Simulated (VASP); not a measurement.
# RuS (Fm-3m) in VASP: single point with r2SCAN+U

Aim: the single point of RuS with r2SCAN+U.

Everything below comes from runs of VASP 6.6.1. Logs are shortened: lines on timing, memory, paths and dates and some standing lists are left out, and cuts for length are marked.

## 1. The cell of the first run

It takes space group Fm-3m (No. 225, cubic). The conventional cell has a = 5.094 Å, b = 5.094 Å, c = 5.094 Å, α = 90.00°, β = 90.00°, γ = 90.00°. Within 3.4 Å of Ru (site symmetry m-3m) lie 6 S at 2.55 Å. S (site symmetry m-3m) has 6 Ru at 2.55 Å within 3.4 Å.

## 2. Single point, r2SCAN+U

Input file POSCAR:

```
RuS
1.0
    0.0000000000      2.5467554600      2.5467554600
    2.5467554600      0.0000000000      2.5467554600
    2.5467554600      2.5467554600      0.0000000000
Ru S
1 1
Direct
    0.5000000000      0.5000000000      0.5000000000
    0.0000000000      0.0000000000      0.0000000000
```

Input file INCAR.step1:

```
SYSTEM = RuS
  PREC = Accurate
  ENCUT = 520
  ISMEAR = 0
  SIGMA = 0.05
  LREAL = .FALSE.
  LASPH = .TRUE.
  NELM = 150
  LMAXMIX = 4
  LDAU = .TRUE.
  LDAUTYPE = 2
  LDAUL = 2 -1
  LDAUU = 7 0
  LDAUJ = 0 0
  NBANDS = 17
  GGA = PE
  ALGO = Normal
  EDIFF = 1E-4
  LWAVE = .TRUE.
  LCHARG = .FALSE.
```

Input file INCAR.step2:

```
SYSTEM = RuS
  PREC = Accurate
  ENCUT = 520
  EDIFF = 1E-7
  ISMEAR = 0
  SIGMA = 0.05
  LREAL = .FALSE.
  LASPH = .TRUE.
  NELM = 150
  ALGO = Normal
  ISIF = 2
  LWAVE = .FALSE.
  LCHARG = .FALSE.
  LMAXMIX = 4
  LDAU = .TRUE.
  LDAUTYPE = 2
  LDAUL = 2 -1
  LDAUU = 7 0
  LDAUJ = 0 0
  LDAUPRINT = 1
  METAGGA = R2SCAN
  LMIXTAU = .TRUE.
  NBANDS = 17
  ISTART = 1
```

Input file KPOINTS:

```
regular mesh
0
G
  6 6 6
  0 0 0
```

Potentials or basis: VASP PAW PBE potentials, release 64 (Ru_pv, S).

Started as:

```
> cat potpaw_PBE.64/Ru_pv/POTCAR potpaw_PBE.64/S/POTCAR > POTCAR
> cp INCAR.step1 INCAR
> mpirun -np 1 vasp_std > vasp.out
> cp INCAR.step2 INCAR
> mpirun -np 1 vasp_std > vasp.out
```

OUTCAR:

```text
SYSTEM = RuS
   PREC = Accurate
   ENCUT = 520
   EDIFF = 1E-7
   ISMEAR = 0
   LREAL = .FALSE.
   LASPH = .TRUE.
   NELM = 150
   ISIF = 2
   METAGGA = R2SCAN
   ISTART = 1

 ion  position               nearest neighbor table
   1  0.500  0.500  0.500-   2 2.55   2 2.55   2 2.55   2 2.55   2 2.55   2 2.55
   2  0.000  0.000  0.000-   1 2.55   1 2.55   1 2.55   1 2.55   1 2.55   1 2.55

  LATTYP: Found a face centered cubic cell.
 ALAT       =     5.0935109200

  Lattice vectors:

 A1 = (   0.0000000000,   2.5467554600,   2.5467554600)
 A2 = (   2.5467554600,   0.0000000000,   2.5467554600)
 A3 = (   2.5467554600,   2.5467554600,   0.0000000000)

Analysis of symmetry for initial positions (statically):
=====================================================================
 Subroutine PRICEL returns:
 Original cell was already a primitive cell.

 Routine SETGRP: Setting up the symmetry group for a
 face centered cubic supercell.

 Subroutine GETGRP returns: Found 48 space group operations
 (whereof 48 operations were pure point group operations)
 out of a pool of 48 trial point group operations.

The static configuration has the point symmetry O_h .

Analysis of symmetry for dynamics (positions and initial velocities):
=====================================================================
 Subroutine PRICEL returns:
 Original cell was already a primitive cell.

 Routine SETGRP: Setting up the symmetry group for a
 face centered cubic supercell.

 Subroutine GETGRP returns: Found 48 space group operations
 (whereof 48 operations were pure point group operations)
 out of a pool of 48 trial point group operations.

The dynamic configuration has the point symmetry O_h .

 Subroutine INISYM returns: Found 48 space group operations
 (whereof 48 operations are pure point group operations),
 and found     1 'primitive' translations

----------------------------------------------------------------------------------------

                                     Primitive cell

[... 131 lines left out ...]
  0.0000  0.0000  0.1731 -0.0000  0.0000
  0.0000  0.0000 -0.0000  0.8974 -0.0000
 -0.0000 -0.0000  0.0000 -0.0000  0.1731

spin component  2

  0.8974  0.0000  0.0000  0.0000 -0.0000
  0.0000  0.8974  0.0000  0.0000 -0.0000
  0.0000  0.0000  0.1731 -0.0000  0.0000
  0.0000  0.0000 -0.0000  0.8974 -0.0000
 -0.0000 -0.0000  0.0000 -0.0000  0.1731

 occupancies and eigenvectors

  o =  0.1731  v =  0.0000  0.0000 -0.9807 -0.0000  0.1956  0.0000  0.0000  0.0000  0.0000  0.0000      0.0000  0.0000  0.0000  0.0000  0.0000  0.0000  0.0000  0.0000  0.0000  0.0000
  o =  0.1731  v =  0.0000  0.0000  0.0000  0.0000  0.0000  0.0000  0.0000 -0.9807 -0.0000  0.1956      0.0000  0.0000  0.0000  0.0000  0.0000  0.0000  0.0000  0.0000  0.0000  0.0000
  o =  0.1731  v =  0.0000  0.0000  0.1956 -0.0000  0.9807  0.0000  0.0000  0.0000  0.0000  0.0000      0.0000  0.0000  0.0000  0.0000  0.0000  0.0000  0.0000  0.0000  0.0000  0.0000
  o =  0.1731  v =  0.0000  0.0000  0.0000  0.0000  0.0000  0.0000  0.0000  0.1956 -0.0000  0.9807      0.0000  0.0000  0.0000  0.0000  0.0000  0.0000  0.0000  0.0000  0.0000  0.0000
  o =  0.8974  v =  0.0000  0.2648  0.0000  0.9643  0.0000  0.0000  0.0000  0.0000  0.0000  0.0000      0.0000  0.0000  0.0000  0.0000  0.0000  0.0000  0.0000  0.0000  0.0000  0.0000
  o =  0.8974  v =  0.0000  0.0000  0.0000  0.0000  0.0000  0.0000  0.2648  0.0000  0.9643  0.0000      0.0000  0.0000  0.0000  0.0000  0.0000  0.0000  0.0000  0.0000  0.0000  0.0000
  o =  0.8974  v =  0.0000  0.0000  0.0000  0.0000  0.0000  0.0000 -0.9643 -0.0000  0.2648  0.0000      0.0000  0.0000  0.0000  0.0000  0.0000  0.0000  0.0000  0.0000  0.0000  0.0000
  o =  0.8974  v =  0.0000 -0.9643 -0.0000  0.2648  0.0000  0.0000  0.0000  0.0000  0.0000  0.0000      0.0000  0.0000  0.0000  0.0000  0.0000  0.0000  0.0000  0.0000  0.0000  0.0000
  o =  0.8974  v =  0.0000  0.0000  0.0000  0.0000  0.0000  1.0000  0.0000  0.0000  0.0000  0.0000      0.0000  0.0000  0.0000  0.0000  0.0000  0.0000  0.0000  0.0000  0.0000  0.0000
  o =  0.8974  v =  1.0000  0.0000  0.0000  0.0000  0.0000  0.0000  0.0000  0.0000  0.0000  0.0000      0.0000  0.0000  0.0000  0.0000  0.0000  0.0000  0.0000  0.0000  0.0000  0.0000

 number of electron      19.9999998 magnetization

 Free energy of the ion-electron system (eV)
  ---------------------------------------------------
  ext. energy  EPLUGINS =         0.00000000
  ---------------------------------------------------
  free energy    TOTEN  =       -27.67203376 eV

  energy without entropy =      -27.67203376  energy(sigma->0) =      -27.67203376

 E-fermi :   7.4657     XC(G=0): -12.3107

 val. band max:        7.0870862462   @ k =  -0.1667   0.1667   0.0000
 cond. band min:       8.7375316057   @ k =   0.0000   0.0000   0.0000
 fundamental gap:      1.6504453595
 Fermi energy:         7.4656816880

 k-point     1 :       0.0000    0.0000    0.0000
  band No.  band energies     occupation
      1     -35.1221      2.00000
      2     -35.1220      2.00000
      3     -35.1220      2.00000
      4      -6.7577      2.00000
      5       3.9686      2.00000
      6       3.9687      2.00000
[... 297 lines left out ...]
      4      -5.1592      2.00000
      5       2.7387      2.00000
      6       2.8209      2.00000
[... 9 lines left out ...]
     16      19.0408      0.00000
     17      20.3627      0.00000

------------------------ aborting loop because EDIFF is reached ----------------------------------------

  FORCE on cell =-STRESS in cart. coord.  units (eV):
  Direction    XX          YY          ZZ          XY          YZ          ZX
  --------------------------------------------------------------------------------------
  -------------------------------------------------------------------------------------
  Total        0.9055645      0.9055645      0.9055645      0.0000000     -0.0000000      0.0000000
  in kB       43.9175642     43.9175642     43.9175642      0.0000000     -0.0000000      0.0000000
  external PRESSURE =      43.9175642 kB  Pullay stress =       0.0000000 kB

 VOLUME and BASIS-vectors are now :
 -----------------------------------------------------------------------------
  energy-cutoff  :      520.00
  volume of cell :       33.04
      direct lattice vectors                 reciprocal lattice vectors
     0.000000000  2.546755460  2.546755460    -0.196328233  0.196328233  0.196328233
     2.546755460  0.000000000  2.546755460     0.196328233 -0.196328233  0.196328233
     2.546755460  2.546755460  0.000000000     0.196328233  0.196328233 -0.196328233

 POSITION                                       TOTAL-FORCE (eV/Angst)
 -----------------------------------------------------------------------------------
      2.54676      2.54676      2.54676         0.000000     -0.000000      0.000000
      0.00000      0.00000      0.00000        -0.000000      0.000000     -0.000000
 -----------------------------------------------------------------------------------
    total drift:                                0.000000      0.000000      0.000000

  FREE ENERGIE OF THE ION-ELECTRON SYSTEM (eV)
  ---------------------------------------------------
  free  energy   TOTEN  =       -27.6720337632 eV

  energy  without entropy=      -27.6720337632  energy(sigma->0) =      -27.67203376
```

OSZICAR.step1:

```text
N       E                     dE             d eps       ncg     rms          rms(c)
DAV:   1     0.155584373352E+03    0.15558E+03   -0.11698E+04   544   0.115E+03
DAV:   2    -0.588270844907E+00   -0.15617E+03   -0.15162E+03   670   0.316E+02
DAV:   3    -0.428755025524E+01   -0.36993E+01   -0.36463E+01   628   0.483E+01
DAV:   4    -0.431648739357E+01   -0.28937E-01   -0.28919E-01   763   0.435E+00
DAV:   5    -0.431688642244E+01   -0.39903E-03   -0.39898E-03   662   0.441E-01    0.113E+01
DAV:   6    -0.489550591591E+01   -0.57862E+00   -0.18450E+00   582   0.785E+00    0.626E+00
DAV:   7    -0.559162023261E+01   -0.69611E+00   -0.67568E-01   574   0.431E+00    0.474E+00
DAV:   8    -0.654810952801E+01   -0.95649E+00   -0.92216E-01   570   0.529E+00    0.199E+00
DAV:   9    -0.678619520237E+01   -0.23809E+00   -0.29991E-01   595   0.424E+00    0.109E+00
DAV:  10    -0.682893919048E+01   -0.42744E-01   -0.11730E-01   588   0.237E+00    0.621E-01
DAV:  11    -0.683096983587E+01   -0.20306E-02   -0.80696E-03   622   0.731E-01    0.230E-01
DAV:  12    -0.683101897333E+01   -0.49137E-04   -0.12153E-03   578   0.330E-01    0.109E-01
DAV:  13    -0.683141007417E+01   -0.39110E-03   -0.79988E-04   591   0.208E-01    0.150E-02
DAV:  14    -0.683140990458E+01    0.16959E-06   -0.69225E-05   307   0.772E-02
   1 F= -.68314099E+01 E0= -.68314099E+01  d E =-.341244E-27
```

It took 42 s on 1 thread of Intel Xeon 6975P-C, shared host; peak memory 0.17 GiB.

Results:

```yaml
Free_energy: -27.6720 eV
Pressure: 4.4 GPa
Band_gap_on_the_k_mesh: 1.65 eV, indirect (least direct gap 1.95 eV)
```

Eigenvalues of the final occupation matrices:
| site | spin | trace | eigenvalues |
| --- | --- | --- | --- |
| site 1 d | 1 | 3.04 | 0.17 0.17 0.90 0.90 0.90 |
| site 1 d | 2 | 3.04 | 0.17 0.17 0.90 0.90 0.90 |

Caveat: the PAW data sets were made with another functional, which shifts forces and pressure a little. A k mesh can miss the band edges.
